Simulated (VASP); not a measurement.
Input of a VASP 6.6.1 run:

File INCAR:

```
SYSTEM = HC6
  PREC = Accurate
  ENCUT = 520
  EDIFF = 1E-6
  ISMEAR = 0
  SIGMA = 0.1
  LREAL = .FALSE.
  LASPH = .TRUE.
  NELM = 80
  ALGO = Normal
  ISIF = 2
  LWAVE = .FALSE.
  LCHARG = .FALSE.
  LDIPOL = .TRUE.
  IDIPOL = 3
  DIPOL = 0.5 0.5 0.303
  NBANDS = 38
```

The input KPOINTS:

```
Automatic mesh
0
G
  6 3 1
  0 0 0
```

File POSCAR:

```
HC6
1.0
    4.8895256614      0.0000000000      0.0000000000
   -1.2223814153      8.7849592876      0.0000000000
    0.0000000000      0.0000000000     22.7474729025
C H
12 2
Direct
    0.0193612757      0.0774451030      0.1758437088
    0.5193612758      0.0774451030      0.1758437088
    0.2742015947      0.0968063788      0.2059542860
    0.7742015947      0.0968063788      0.2059542860
    0.2838822326      0.1355289303      0.2661754406
    0.7838822326      0.1355289303      0.2661754406
    0.0386279421      0.1545151615      0.2955067254
    0.5386279421      0.1545151615      0.2955067254
    0.0488684834      0.1954807970      0.3583587359
    0.5488684834      0.1954807970      0.3583587359
    0.3031723044      0.2126952264      0.3845470194
    0.8031723044      0.2126952264      0.3845470194
    0.0488684834      0.1436746019      0.4324644300
    0.0488684834      0.2472869921      0.4324644300
```

Potentials or basis: VASP PAW LDA potentials, release 64 (C, H).

Launch:

```sh
$ cat potpaw_LDA.64/C/POTCAR potpaw_LDA.64/H/POTCAR > POTCAR
$ mpirun -np 1 vasp_std > vasp.out
```

Task: What does it give for the band gap on the k mesh?

Result: Zero (bands 25 and 26 overlap by 0.01 eV).

Task: What does it give for the largest force?

Result: 5.428 eV/Å.

Forces in eV/Å, atoms in the order of the input:
```
C    0.000  0.412  1.943
C    0.003  0.536  1.845
C    0.026 -0.824 -3.195
C   -0.031 -0.846 -3.210
C    0.007  0.199  0.937
C   -0.002  0.225  0.952
C    0.003  0.707  0.745
C   -0.002  0.324  0.730
C   -0.026 -0.640 -5.390
C    0.064 -0.350 -0.725
C   -1.594 -0.618  1.582
C    1.634 -0.136  1.581
H    0.745  0.893  0.929
H   -0.828  0.118  1.276
```
